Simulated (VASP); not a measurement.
# Zn in VASP: a series of runs, part 2 of 2

VASP 6.6.1. The steps go on from the part before.

**3. Single point, PBE**

INCAR

```
SYSTEM = Zn
PREC     = Accurate       ! precision mode
ENCUT    = 520            ! plane-wave cutoff, eV
EDIFF    = 1E-6           ! SCF threshold, eV
ISMEAR   = 1              ! smearing method
SIGMA    = 0.15           ! smearing width, eV
LREAL    = .False.        ! projectors in reciprocal space
LASPH    = .True.         ! aspherical terms in the spheres
NELM     = 100            ! most SCF steps
ALGO     = Normal         ! electronic algorithm
ISIF     = 2              ! what is computed and relaxed
LWAVE    = .False.        ! write WAVECAR
LCHARG   = .True.         ! write CHGCAR
GGA      = PE             ! functional
LELF     = .True.         ! ELF
LVHAR    = .True.       
NBANDS   = 45             ! bands
```

KPOINTS

```
Automatic mesh
0
Gamma
  6 3 1
  0 0 0
```

POSCAR

```
Zn
1.0
   -2.6298450000      0.0000000000      0.0000000000
   -1.3073040000      5.3433460000      0.0000000000
    0.0000000000      0.0000000000    -18.0070180000
Zn
6
Direct
    0.1771220870      0.6642910641      0.9466860643
    0.7000433841      0.5453463055      0.8428303343
    0.4116113100      0.3321982144      0.7202274691
    0.5129145043      0.1945288589      0.9230115725
    0.0714849940      0.9939964584      0.8273261014
    0.7409339079      0.7919769747      0.7038269190
```

Potentials or basis: VASP PAW PBE potentials, release 64 (Zn).

Started as:

```
> cat potpaw_PBE.64/Zn/POTCAR > POTCAR
> mpirun -np 1 vasp_std > vasp.out
```

OUTCAR:

```text
SYSTEM = Zn
   PREC = Accurate
   ENCUT = 520
   EDIFF = 1E-6
   ISMEAR = 1
   LREAL = .False.
   LASPH = .True.
   NELM = 100
   ISIF = 2
   GGA = PE

 ion  position               nearest neighbor table
   1  0.177  0.664  0.947-   2 2.32   2 2.43   4 2.56   5 2.78
   2  0.700  0.545  0.843-   1 2.32   1 2.43   4 2.55   5 2.64   3 2.69   6 2.86   5 2.88   4 2.90
                             3 2.95   5 2.97
   3  0.412  0.332  0.720-   2 2.69   6 2.73   6 2.88   6 2.91   5 2.94   2 2.95   5 2.96
   4  0.513  0.195  0.923-   5 2.36   5 2.48   2 2.55   1 2.56   2 2.90
   5  0.071  0.994  0.827-   4 2.36   4 2.48   2 2.64   6 2.72   1 2.78   2 2.88   6 2.89   3 2.94
                             3 2.96   2 2.97
   6  0.741  0.792  0.704-   5 2.72   3 2.73   2 2.86   3 2.88   5 2.89   3 2.91

  LATTYP: Found a simple monoclinic cell.
 ALAT       =     2.6298450000
 B/A-ratio  =     6.8471784459
 C/A-ratio  =     2.0917371498
 COS(beta)  =    -0.2376508259

  Lattice vectors:

 A1 = (  -2.6298450000,   0.0000000000,   0.0000000000)
 A2 = (   0.0000000000,   0.0000000000, -18.0070180000)
 A3 = (   1.3073040000,  -5.3433460000,   0.0000000000)

Analysis of symmetry for initial positions (statically):
=====================================================================
 Subroutine PRICEL returns:
 Original cell was already a primitive cell.

 Routine SETGRP: Setting up the symmetry group for a
 simple monoclinic supercell.

 Subroutine GETGRP returns: Found  1 space group operations
 (whereof  1 operations were pure point group operations)
 out of a pool of  4 trial point group operations.

The static configuration has the point symmetry C_1 .

Analysis of symmetry for dynamics (positions and initial velocities):
=====================================================================
 Subroutine PRICEL returns:
 Original cell was already a primitive cell.

 Routine SETGRP: Setting up the symmetry group for a
 simple monoclinic supercell.

 Subroutine GETGRP returns: Found  1 space group operations
 (whereof  1 operations were pure point group operations)
 out of a pool of  4 trial point group operations.

The dynamic configuration has the point symmetry C_1 .

 Subroutine INISYM returns: Found  1 space group operations
 (whereof  1 operations are pure point group operations),
 and found     1 'primitive' translations

----------------------------------------------------------------------------------------

                                     Primitive cell

  volume of cell :     253.0377

  direct lattice vectors                    reciprocal lattice vectors
    -2.629845000  0.000000000  0.000000000    -0.380250547 -0.093032168  0.000000000
    -1.307304000  5.343346000  0.000000000     0.000000000  0.187148652  0.000000000
     0.000000000  0.000000000-18.007018000     0.000000000  0.000000000 -0.055533904

  length of vectors
     2.629845000  5.500944485 18.007018000     0.391465788  0.187148652  0.055533904

  position of ions in fractional coordinates (direct lattice)
     0.177122087  0.664291064  0.946686064
     0.700043384  0.545346305  0.842830334
     0.411611310  0.332198214  0.720227469
[... 39 lines left out ...]
 Following reciprocal coordinates:
            Coordinates               Weight
  0.000000  0.000000  0.000000      1.000000
  0.166667  0.000000  0.000000      2.000000
  0.333333  0.000000  0.000000      2.000000
  0.500000  0.000000  0.000000      1.000000
  0.000000  0.333333  0.000000      2.000000
  0.166667  0.333333  0.000000      2.000000
  0.333333  0.333333  0.000000      2.000000
  0.500000  0.333333  0.000000      2.000000
 -0.333333  0.333333  0.000000      2.000000
 -0.166667  0.333333  0.000000      2.000000
   k-points           NKPTS =     10   k-points in BZ     NKDIM =     10   number of bands    NBANDS=     45
   number of dos      NEDOS =    301   number of ions     NIONS =      6
   total plane-waves  NPLWV = 117600
   dimension x,y,z NGX =    20 NGY =   42 NGZ =  140
   dimension x,y,z NGXF=    40 NGYF=   84 NGZF=  280
   ions per type =               6
   NGX,Y,Z   is equivalent  to a cutoff of  12.64, 12.69, 12.93 a.u.
   NGXF,Y,Z  is equivalent  to a cutoff of  25.29, 25.39, 25.85 a.u.
 SYSTEM =  Zn
   PREC   = accura    normal or accurate (medium, high low for compatibility)
   ISTART =      0    job   : 0-new  1-cont  2-samecut
   ICHARG =      2    charge: 1-file 2-atom 10-const
   ISPIN  =      1    spin polarized calculation?
   LNONCOLLINEAR =      F non collinear calculations
   LSORBIT =      F    spin-orbit coupling
   LASPH  =      T    aspherical Exc in radial PAW
   ENCUT  =  520.0 eV  38.22 Ry    6.18 a.u.   4.89 10.23 33.48*2*pi/ulx,y,z
   NELM   =    100;   NELMIN=  2; NELMDL= -5     # of ELM steps
   EDIFF  = 0.1E-05   stopping-criterion for ELM
   LREAL  =      F    real-space projection
   EDIFFG = 0.1E-04   stopping-criterion for IOM
   NSW    =      0    number of steps for IOM
   IBRION =     -1    ionic relax: 0-MD 1-quasi-New 2-CG
   NFREE  =      0    steps in history (QN), initial steepest desc. (CG)
   ISIF   =      2    stress and relaxation
   ISYM   =      2    0-nonsym 1-usesym 2-fastsym
   POTIM  = 0.5000    time-step for ionic-motion
   TEBEG  =    0.0;   TEEND  =   0.0 temperature during run
   PSTRESS=    0.0 pullay stress
   NELECT =      72.0000    total number of electrons
   NUPDOWN=      -1.0000    fix difference up-down
   EMIN   =  10.00;   EMAX   =-10.00  energy-range for DOS
   EFERMI =   0.00;   METHOD = LEGACY
   ISMEAR =     1;   SIGMA  =   0.15  broadening in eV -4-tet -1-fermi 0-gaus
   EFERMI_NEDOS =   21; number of points for ismear=-14 and -15
   IALGO  =     38    algorithm
   IMIX   =      4    mixing-type and parameters
     AMIX     =   0.40;   BMIX     =  1.00
     AMIX_MAG =   1.60;   BMIX_MAG =  1.00
  volume/ion in A,a.u.               =      42.17       284.60
  Fermi-wavevector in a.u.,A,eV,Ry     =   1.076772  2.034805 15.775122  1.159439
  Thomas-Fermi vector in A             =   2.212666
   LORBIT       =      0    0 simple, 1 ext, 2 COOP (PROOUT), +10 PAW based schemes
   GGA     = PE    functional components
   LHFCALC =     F    Hartree Fock is set to
   AEXX    =    0.0000 exact exchange contribution
   IVDW    =     0    specifies the selected vdW correction
   LEPSILON=     F    determine dielectric tensor
   LRPA    =     F    only Hartree local field effects (RPA)
 non-spin polarized calculation
 Methfessel and Paxton  Order N= 1 SIGMA  =   0.15
  energy-cutoff  :      520.00
  volume of cell :      253.04
 maximum number of plane-waves:      6864
   NGX =  9   NGY = 21   NGZ = 67

 number of electron      71.9999995 magnetization

 Free energy of the ion-electron system (eV)
  ---------------------------------------------------
  ext. energy  EPLUGINS =         0.00000000
  ---------------------------------------------------
  free energy    TOTEN  =        -4.45147328 eV

  energy without entropy =       -4.45470264  energy(sigma->0) =       -4.45254973

 E-fermi :  -1.7550     XC(G=0):  -5.0368

 val. band max:       -1.8149989312   @ k =   0.1667   0.3333   0.0000
 cond. band min:      -1.7039143468   @ k =   0.5000   0.3333   0.0000
 fundamental gap:      0.1110845844
 Fermi energy:        -1.7550475195

 k-point     1 :       0.0000    0.0000    0.0000
  band No.  band energies     occupation
      1     -12.1287      2.00000
      2     -10.6591      2.00000
      3     -10.5060      2.00000
      4     -10.4289      2.00000
      5     -10.2245      2.00000
      6     -10.0931      2.00000
[... 469 lines left out ...]
     44       4.1565      0.00000
     45       4.3409      0.00000

------------------------ aborting loop because EDIFF is reached ----------------------------------------

  FORCE on cell =-STRESS in cart. coord.  units (eV):
  Direction    XX          YY          ZZ          XY          YZ          ZX
  --------------------------------------------------------------------------------------
  -------------------------------------------------------------------------------------
  Total        0.3135170      0.7251597      8.4302964     -0.7017317     -1.8622076     -0.7456417
  in kB        1.9851184      4.5915463     53.3787229     -4.4432057    -11.7910759     -4.7212339
  external PRESSURE =      19.9851292 kB  Pullay stress =       0.0000000 kB

 VOLUME and BASIS-vectors are now :
 -----------------------------------------------------------------------------
  energy-cutoff  :      520.00
  volume of cell :      253.04
      direct lattice vectors                 reciprocal lattice vectors
    -2.629845000  0.000000000  0.000000000    -0.380250547 -0.093032168  0.000000000
    -1.307304000  5.343346000  0.000000000     0.000000000  0.187148652  0.000000000
     0.000000000  0.000000000-18.007018000     0.000000000  0.000000000 -0.055533904

 POSITION                                       TOTAL-FORCE (eV/Angst)
 -----------------------------------------------------------------------------------
     -1.33423      3.54954    -17.04699         0.286211      0.975600     -2.328190
     -2.55394      2.91397    -15.17686        -0.573954     -0.448346      1.856434
     -1.51676      1.77505    -12.96915         0.013221      0.140295      0.226988
     -1.60319      1.03944    -16.62069         0.340241     -0.129990     -1.657004
     -1.48745      5.31127    -14.89768        -0.188014     -0.363889      1.604878
     -2.98390      4.23181    -12.67382         0.122295     -0.173671      0.296893
 -----------------------------------------------------------------------------------
    total drift:                                0.001268     -0.000621      0.000547

  FREE ENERGIE OF THE ION-ELECTRON SYSTEM (eV)
  ---------------------------------------------------
  free  energy   TOTEN  =        -4.4514732779 eV

  energy  without entropy=       -4.4547026413  energy(sigma->0) =       -4.45254973
```

Wall time 95 s (1 thread of Intel Xeon 6975P-C (Granite Rapids), shared host); peak memory 0.35 GiB.

Results:

| Item | Value |
| --- | --- |
| Free energy | -4.4515 eV |
| Largest force | 2.541 eV/Å |
| Band gap on the k mesh | zero (band 36 reaches -1.41 eV, above the bottom of band 37 at -2.97 eV) |

Forces in eV/Å, atoms in the order of the input:
```
Zn   0.286  0.976 -2.328
Zn  -0.574 -0.448  1.856
Zn   0.013  0.140  0.227
Zn   0.340 -0.130 -1.657
Zn  -0.188 -0.364  1.605
Zn   0.122 -0.174  0.297
```

Caveat: the k points lie up to 0.41 Å⁻¹ apart.

**4. Single point, PBE**

INCAR

```
SYSTEM = Zn
ALGO     = Normal         ! electronic algorithm
EDIFF    = 1E-6           ! SCF threshold, eV
ENCUT    = 520            ! plane-wave cutoff, eV
GGA      = PE             ! functional
ISIF     = 2              ! what is computed and relaxed
ISMEAR   = 1              ! smearing method
LASPH    = .TRUE.         ! aspherical terms in the spheres
LCHARG   = .TRUE.         ! write CHGCAR
LELF     = .TRUE.         ! ELF
LREAL    = .FALSE.        ! projectors in reciprocal space
LVHAR    = .TRUE.       
LWAVE    = .FALSE.        ! write WAVECAR
NBANDS   = 45             ! bands
NELM     = 100            ! most SCF steps
PREC     = Accurate       ! precision mode
SIGMA    = 0.15           ! smearing width, eV
```

KPOINTS

```
k-points
0
G
  6 3 1
  0 0 0
```

POSCAR

```
Zn
1.0
   -2.6298450000      0.0000000000      0.0000000000
   -1.3073040000      5.3433460000      0.0000000000
    0.0000000000      0.0000000000    -18.0070180000
Zn
6
Direct
    0.1905924157      0.6764658325      0.9552238466
    0.6657751568      0.5456485506      0.8438107853
    0.4276770847      0.3364126149      0.7189923951
    0.5716854478      0.1958158802      0.9267844904
    0.0811237331      0.9889544866      0.8276593048
    0.7501676212      0.7883227102      0.7025741852
```

Started as:

```
> cat potpaw_PBE.64/Zn/POTCAR > POTCAR
> mpirun -np 1 vasp_std > vasp.out
```

It took 91 s on 1 thread of Intel Xeon 6975P-C (Granite Rapids), shared host; peak memory 0.35 GiB.

Results (log left out):

* Free energy: -4.7350 eV
* Largest force: 1.646 eV/Å
* Band gap on the k mesh: zero (band 36 reaches -1.21 eV, above the bottom of band 37 at -3.02 eV)

Forces on the atoms (eV/Å):
```
Zn   0.342  0.603 -1.493
Zn  -0.752 -0.282  1.235
Zn   0.022  0.050  0.187
Zn   0.543 -0.100 -1.487
Zn  -0.279 -0.163  1.362
Zn   0.124 -0.107  0.195
```

Levels at points of the mesh, in eV from the Fermi level:
```
           k point  band 33  band 34  band 35  band 36  band 37  band 38  band 39  band 40
(0.00, 0.00, 0.00)    -4.04    -3.91    -3.42    -1.89    -1.30    -0.69     1.11     1.89
(0.50, 0.00, 0.00)    -1.40    -1.09    -0.96    -0.32     1.43     1.63     2.03     2.16
```

Caveat: the k points lie up to 0.41 Å⁻¹ apart.
